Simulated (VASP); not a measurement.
**TiSi3: single point with r2SCAN**

Crystal: TiSi3.

```
Ti Si
1.0
     3.80439    0.00000    0.00000
     0.00000    3.80439    0.00000
     0.00000    0.00000    3.80439
Ti Si
1 3
Cartesian
  0.0000 0.0000 0.0000
  1.9022 1.9022 0.0000
  1.9022 0.0000 1.9022
  0.0000 1.9022 1.9022
```

```json
{
 "Program": "VASP 6.6.1",
 "Task": "single point",
 "Functional": "r2SCAN",
 "Potentials or basis": "VASP PAW PBE potentials, release 64 (Ti_sv, Si)",
 "Cutoff": "520 eV",
 "k mesh": "12 × 12 × 12",
 "Occupations": "gaussian, width 0.1 eV",
 "Spin": "no spin polarisation"
}
```

| Quantity | Value |
| --- | --- |
| Pressure | 0.3 GPa |
| Band gap on the k mesh | zero (band 12 reaches 12.26 eV, above the bottom of band 13 at 10.11 eV) |

Levels at points of the mesh, in eV from the Fermi level:
```csv
k point,band 10,band 11,band 12,band 13,band 14,band 15
"(0.00, 0.00, 0.00)",-5.03,-0.48,-0.48,-0.48,-0.11,2.60
"(0.50, 0.00, 0.00)",-2.80,-1.47,-1.47,-0.59,-0.10,0.45
"(0.50, 0.50, 0.00)",-3.07,-1.37,-0.93,0.61,0.86,1.26
"(0.50, 0.50, 0.50)",-6.14,-6.14,-0.20,1.04,1.04,2.29
```

Wall time 3.7 min on 1 thread of Intel(R) Xeon(R) Platinum 8259CL CPU @ 2.50GHz (Skylake/Cascade Lake), with other jobs on the host, peak memory 0.22 GiB.

Caveat: the PAW data sets were made with another functional, which shifts forces and pressure a little.
